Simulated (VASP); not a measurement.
# Hf5Br (P4/mmm) in VASP: single point with PBE

Aim: the single point of Hf5Br with PBE.

Program: VASP 6.6.1. These are calculated values, not measurements. Logs are shortened: lines on timing, memory, paths and dates and some standing lists are left out, and cuts for length are marked.

## 1. The cell of the first run

Symmetry: P4/mmm, No. 123, tetragonal system. The conventional cell has a = 5.552 Å, b = 5.552 Å, c = 4.281 Å, α = 90.00°, β = 90.00°, γ = 90.00°. Within 2.4 Å of Hf (site symmetry m2m) lie 1 Br at 1.80 Å and 1 Hf at 2.13 Å. Hf (site symmetry 4/mmm) has 4 Hf at 2.13 Å within 2.8 Å. Within 2.4 Å of Br (site symmetry 4/mmm) lie 4 Hf at 1.80 Å.

The cell was generated, and may not be a known phase.

## 2. Single point, PBE

INCAR reads:

```
PREC = Accurate
ENCUT = 520
EDIFF = 1E-6
ISMEAR = 0
SIGMA = 0.1
LREAL = False
LASPH = True
NELM = 80
ALGO = Normal
ISIF = 2
LWAVE = False
LCHARG = False
GGA = PE
NBANDS = 38
```

KPOINTS reads:

```
Automatic mesh
0
Gamma
  4 4 4
```

POSCAR reads:

```
Hf5Br
1.0
    5.5522724600      0.0000000000      0.0000000000
    0.0000000000      5.5522724600      0.0000000000
    0.0000000000      0.0000000000      4.2809895400
Hf Br
5 1
Direct
    0.2710467000      0.2710467000      0.5000000000
    0.7289533000      0.7289533000      0.5000000000
    0.7289533000      0.2710467000      0.5000000000
    0.2710467000      0.7289533000      0.5000000000
    0.0000000000      0.0000000000      0.5000000000
    0.5000000000      0.5000000000      0.5000000000
```

Potentials or basis: VASP PAW PBE potentials, release 64 (Hf_pv, Br).

Started as:

```bash
cat potpaw_PBE.64/Hf_pv/POTCAR potpaw_PBE.64/Br/POTCAR > POTCAR
mpirun -np 1 vasp_std > vasp.out
```

OUTCAR:

```text
PREC = Accurate
   ENCUT = 520
   EDIFF = 1E-6
   ISMEAR = 0
   LREAL = False
   LASPH = True
   NELM = 80
   ISIF = 2
   GGA = PE

 ion  position               nearest neighbor table
   1  0.271  0.271  0.500-   6 1.80   5 2.13   3 2.54   4 2.54   4 3.01   3 3.01   2 3.60
   2  0.729  0.729  0.500-   6 1.80   5 2.13   3 2.54   4 2.54   4 3.01   3 3.01   1 3.60
   3  0.729  0.271  0.500-   6 1.80   5 2.13   1 2.54   2 2.54   1 3.01   2 3.01   4 3.60
   4  0.271  0.729  0.500-   6 1.80   5 2.13   1 2.54   2 2.54   1 3.01   2 3.01   3 3.60
   5  0.000  0.000  0.500-   1 2.13   2 2.13   3 2.13   4 2.13
   6  0.500  0.500  0.500-   1 1.80   2 1.80   3 1.80   4 1.80

  LATTYP: Found a simple tetragonal cell.
 ALAT       =     5.5522724600
 C/A-ratio  =     0.7710337652

  Lattice vectors:

 A1 = (   5.5522724600,   0.0000000000,   0.0000000000)
 A2 = (   0.0000000000,   5.5522724600,   0.0000000000)
 A3 = (   0.0000000000,   0.0000000000,   4.2809895400)

Analysis of symmetry for initial positions (statically):
=====================================================================
 Subroutine PRICEL returns:
 Original cell was already a primitive cell.

 Routine SETGRP: Setting up the symmetry group for a
 simple tetragonal supercell.

 Subroutine GETGRP returns: Found 16 space group operations
 (whereof 16 operations were pure point group operations)
 out of a pool of 16 trial point group operations.

The static configuration has the point symmetry D_4h.

Analysis of symmetry for dynamics (positions and initial velocities):
=====================================================================
 Subroutine PRICEL returns:
 Original cell was already a primitive cell.

 Routine SETGRP: Setting up the symmetry group for a
 simple tetragonal supercell.

 Subroutine GETGRP returns: Found 16 space group operations
 (whereof 16 operations were pure point group operations)
 out of a pool of 16 trial point group operations.

The dynamic configuration has the point symmetry D_4h.

 Subroutine INISYM returns: Found 16 space group operations
 (whereof 16 operations are pure point group operations),
 and found     1 'primitive' translations

----------------------------------------------------------------------------------------

                                     Primitive cell

  volume of cell :     131.9732

  direct lattice vectors                    reciprocal lattice vectors
     5.552272460  0.000000000  0.000000000     0.180106435  0.000000000  0.000000000
     0.000000000  5.552272460  0.000000000     0.000000000  0.180106435  0.000000000
     0.000000000  0.000000000  4.280989540     0.000000000  0.000000000  0.233590853

  length of vectors
     5.552272460  5.552272460  4.280989540     0.180106435  0.180106435  0.233590853

  position of ions in fractional coordinates (direct lattice)
     0.271046700  0.271046700  0.500000000
     0.728953300  0.728953300  0.500000000
     0.728953300  0.271046700  0.500000000
     0.271046700  0.728953300  0.500000000
     0.000000000  0.000000000  0.500000000
     0.500000000  0.500000000  0.500000000

  ion indices of the primitive-cell ions
   primitive index   ion index
                 1           1
                 2           2
                 3           3
                 4           4
                 5           5
                 6           6

----------------------------------------------------------------------------------------

 KPOINTS: Automatic mesh

Automatic generation of k-mesh.
 Grid dimensions read from file:
 generate k-points for:    4    4    4

 Generating k-lattice:

  Cartesian coordinates                     Fractional coordinates (reciprocal lattice)
     0.045026609  0.000000000  0.000000000     0.250000000  0.000000000  0.000000000
     0.000000000  0.045026609  0.000000000     0.000000000  0.250000000  0.000000000
     0.000000000  0.000000000  0.058397713     0.000000000  0.000000000  0.250000000

  Length of vectors
     0.045026609  0.045026609  0.058397713

  Shift w.r.t. Gamma in fractional coordinates (k-lattice)
     0.000000000  0.000000000  0.000000000

 Subroutine IBZKPT returns following result:
 ===========================================

 Found     18 irreducible k-points:

 Following reciprocal coordinates:
            Coordinates               Weight
  0.000000  0.000000  0.000000      1.000000
  0.250000  0.000000  0.000000      4.000000
  0.500000  0.000000  0.000000      2.000000
  0.250000  0.250000  0.000000      4.000000
  0.500000  0.250000  0.000000      4.000000
  0.500000  0.500000  0.000000      1.000000
[... 10 lines left out ...]
  0.500000  0.250000  0.500000      4.000000
  0.500000  0.500000  0.500000      1.000000
   k-points           NKPTS =     18   k-points in BZ     NKDIM =     18   number of bands    NBANDS=     38
   number of dos      NEDOS =    301   number of ions     NIONS =      6
   total plane-waves  NPLWV =  56448
   dimension x,y,z NGX =    42 NGY =   42 NGZ =   32
   dimension x,y,z NGXF=    84 NGYF=   84 NGZF=   64
   ions per type =               5   1
   NGX,Y,Z   is equivalent  to a cutoff of  12.58, 12.58, 12.43 a.u.
   NGXF,Y,Z  is equivalent  to a cutoff of  25.15, 25.15, 24.85 a.u.
 SYSTEM =  unknown system
   PREC   = accura    normal or accurate (medium, high low for compatibility)
   ISTART =      0    job   : 0-new  1-cont  2-samecut
   ICHARG =      2    charge: 1-file 2-atom 10-const
   ISPIN  =      1    spin polarized calculation?
   LNONCOLLINEAR =      F non collinear calculations
   LSORBIT =      F    spin-orbit coupling
   LASPH  =      T    aspherical Exc in radial PAW
   ENCUT  =  520.0 eV  38.22 Ry    6.18 a.u.  10.32 10.32  7.96*2*pi/ulx,y,z
   NELM   =     80;   NELMIN=  2; NELMDL= -5     # of ELM steps
   EDIFF  = 0.1E-05   stopping-criterion for ELM
   LREAL  =      F    real-space projection
   EDIFFG = 0.1E-04   stopping-criterion for IOM
   NSW    =      0    number of steps for IOM
   IBRION =     -1    ionic relax: 0-MD 1-quasi-New 2-CG
   NFREE  =      0    steps in history (QN), initial steepest desc. (CG)
   ISIF   =      2    stress and relaxation
   ISYM   =      2    0-nonsym 1-usesym 2-fastsym
   POTIM  = 0.5000    time-step for ionic-motion
   TEBEG  =    0.0;   TEEND  =   0.0 temperature during run
   PSTRESS=    0.0 pullay stress
   NELECT =      57.0000    total number of electrons
   NUPDOWN=      -1.0000    fix difference up-down
   EMIN   =  10.00;   EMAX   =-10.00  energy-range for DOS
   EFERMI =   0.00;   METHOD = LEGACY
   ISMEAR =     0;   SIGMA  =   0.10  broadening in eV -4-tet -1-fermi 0-gaus
   EFERMI_NEDOS =   21; number of points for ismear=-14 and -15
   IALGO  =     38    algorithm
   IMIX   =      4    mixing-type and parameters
     AMIX     =   0.40;   BMIX     =  1.00
     AMIX_MAG =   1.60;   BMIX_MAG =  1.00
  volume/ion in A,a.u.               =      22.00       148.43
  Fermi-wavevector in a.u.,A,eV,Ry     =   1.237479  2.338496 20.835344  1.531355
  Thomas-Fermi vector in A             =   2.372045
   LORBIT       =      0    0 simple, 1 ext, 2 COOP (PROOUT), +10 PAW based schemes
   GGA     = PE    functional components
   LHFCALC =     F    Hartree Fock is set to
   AEXX    =    0.0000 exact exchange contribution
   IVDW    =     0    specifies the selected vdW correction
   LEPSILON=     F    determine dielectric tensor
   LRPA    =     F    only Hartree local field effects (RPA)
 non-spin polarized calculation
 Gauss-broadening in eV      SIGMA  =   0.10
  energy-cutoff  :      520.00
  volume of cell :      131.97
 maximum number of plane-waves:      3576
 NGX is ok and might be reduce to    42
   NGX = 21   NGY = 21   NGZ = 15

 number of electron      56.9999995 magnetization

 Free energy of the ion-electron system (eV)
  ---------------------------------------------------
  ext. energy  EPLUGINS =         0.00000000
  ---------------------------------------------------
  free energy    TOTEN  =         1.89203987 eV

  energy without entropy =        1.90058072  energy(sigma->0) =        1.89631029

 E-fermi :   4.1931     XC(G=0): -10.3441

 val. band max:        4.1263660551   @ k =   0.5000   0.0000   0.0000
 cond. band min:       4.2848551434   @ k =   0.2500   0.2500   0.2500
 fundamental gap:      0.1584890883
 Fermi energy:         4.1931018824

 k-point     1 :       0.0000    0.0000    0.0000
  band No.  band energies     occupation
      1     -30.9735      2.00000
      2     -30.7161      2.00000
      3     -30.7161      2.00000
      4     -27.0817      2.00000
      5     -26.9768      2.00000
      6     -26.7057      2.00000
[... 30 lines left out ...]
     37       7.4122      0.00000
     38       8.1195      0.00000

 k-point     2 :       0.2500    0.0000    0.0000
  band No.  band energies     occupation
      1     -31.6513      2.00000
      2     -30.4087      2.00000
      3     -29.7189      2.00000
      4     -27.9835      2.00000
      5     -26.9254      2.00000
      6     -26.6405      2.00000
[... 30 lines left out ...]
     37       7.7420      0.00000
     38       8.6650      0.00000

 k-point     3 :       0.5000    0.0000    0.0000
  band No.  band energies     occupation
      1     -31.9302      2.00000
      2     -29.8265      2.00000
      3     -29.0058      2.00000
      4     -28.9484      2.00000
      5     -26.9092      2.00000
      6     -26.5425      2.00000
[... 30 lines left out ...]
     37       7.7754      0.00000
[... 535 lines left out ...]
 k-point    17 :       0.5000    0.2500    0.5000
  band No.  band energies     occupation
      1     -31.6273      2.00000
      2     -30.3239      2.00000
      3     -29.6116      2.00000
      4     -28.1264      2.00000
      5     -26.7783      2.00000
      6     -26.5202      2.00000
[... 30 lines left out ...]
     37       7.4234      0.00000
     38       7.4770      0.00000

 k-point    18 :       0.5000    0.5000    0.5000
  band No.  band energies     occupation
      1     -30.9356      2.00000
      2     -30.5893      2.00000
      3     -30.5893      2.00000
      4     -27.1387      2.00000
      5     -26.5692      2.00000
      6     -26.4699      2.00000
[... 30 lines left out ...]
     37       7.0527      0.00000
     38       7.3281      0.00000

------------------------ aborting loop because EDIFF is reached ----------------------------------------

  FORCE on cell =-STRESS in cart. coord.  units (eV):
  Direction    XX          YY          ZZ          XY          YZ          ZX
  --------------------------------------------------------------------------------------
  -------------------------------------------------------------------------------------
  Total      171.2821036    171.2821036     -8.6197904      0.0000000      0.0000000     -0.0000000
  in kB     2079.3943747   2079.3943747   -104.6457464      0.0000000      0.0000000     -0.0000000
  external PRESSURE =    1351.3810010 kB  Pullay stress =       0.0000000 kB

 VOLUME and BASIS-vectors are now :
 -----------------------------------------------------------------------------
  energy-cutoff  :      520.00
  volume of cell :      131.97
      direct lattice vectors                 reciprocal lattice vectors
     5.552272460  0.000000000  0.000000000     0.180106435  0.000000000  0.000000000
     0.000000000  5.552272460  0.000000000     0.000000000  0.180106435  0.000000000
     0.000000000  0.000000000  4.280989540     0.000000000  0.000000000  0.233590853

 POSITION                                       TOTAL-FORCE (eV/Angst)
 -----------------------------------------------------------------------------------
      1.50493      1.50493      2.14049       -20.957212    -20.957212     -0.000000
      4.04735      4.04735      2.14049        20.957212     20.957212      0.000000
      4.04735      1.50493      2.14049        20.957212    -20.957212      0.000000
      1.50493      4.04735      2.14049       -20.957212     20.957212     -0.000000
      0.00000      0.00000      2.14049         0.000000     -0.000000      0.000000
      2.77614      2.77614      2.14049         0.000000     -0.000000      0.000000
 -----------------------------------------------------------------------------------
    total drift:                                0.000000      0.000000      0.000000

  FREE ENERGIE OF THE ION-ELECTRON SYSTEM (eV)
  ---------------------------------------------------
  free  energy   TOTEN  =         1.8920398689 eV

  energy  without entropy=        1.9005807191  energy(sigma->0) =        1.89631029
```

Wall time 3 min (1 thread of Intel Xeon 8259CL, shared host); peak memory 0.27 GiB.

What came out:

- Free energy: 1.8920 eV
- Pressure: 135.1 GPa
- Largest force: 29.638 eV/Å
- Band gap on the k mesh: zero (an odd number of electrons rules out a gap without spin polarisation)

Forces on the atoms (eV/Å):
```
Hf  -20.957 -20.957   0.000
Hf   20.957  20.957   0.000
Hf   20.957 -20.957   0.000
Hf  -20.957  20.957   0.000
Hf    0.000   0.000   0.000
Br    0.000   0.000   0.000
```

Stress tensor (GPa, compression positive):
```
207.94   0.00   0.00
  0.00 207.94   0.00
  0.00   0.00 -10.46
```

Caveat: the k points lie up to 0.37 Å⁻¹ apart, too coarse for converged energies and pressures of a metal; atoms lie so close that the PAW spheres overlap strongly, which falsifies energies and pressures; spin-orbit coupling is left out, which moves the levels of the heavy elements; forces of over 1 eV/Å act on the atoms, so gaps and moduli don't describe the material at rest.

The gap in the log of VASP goes by the Fermi energy; the results here count the filled bands.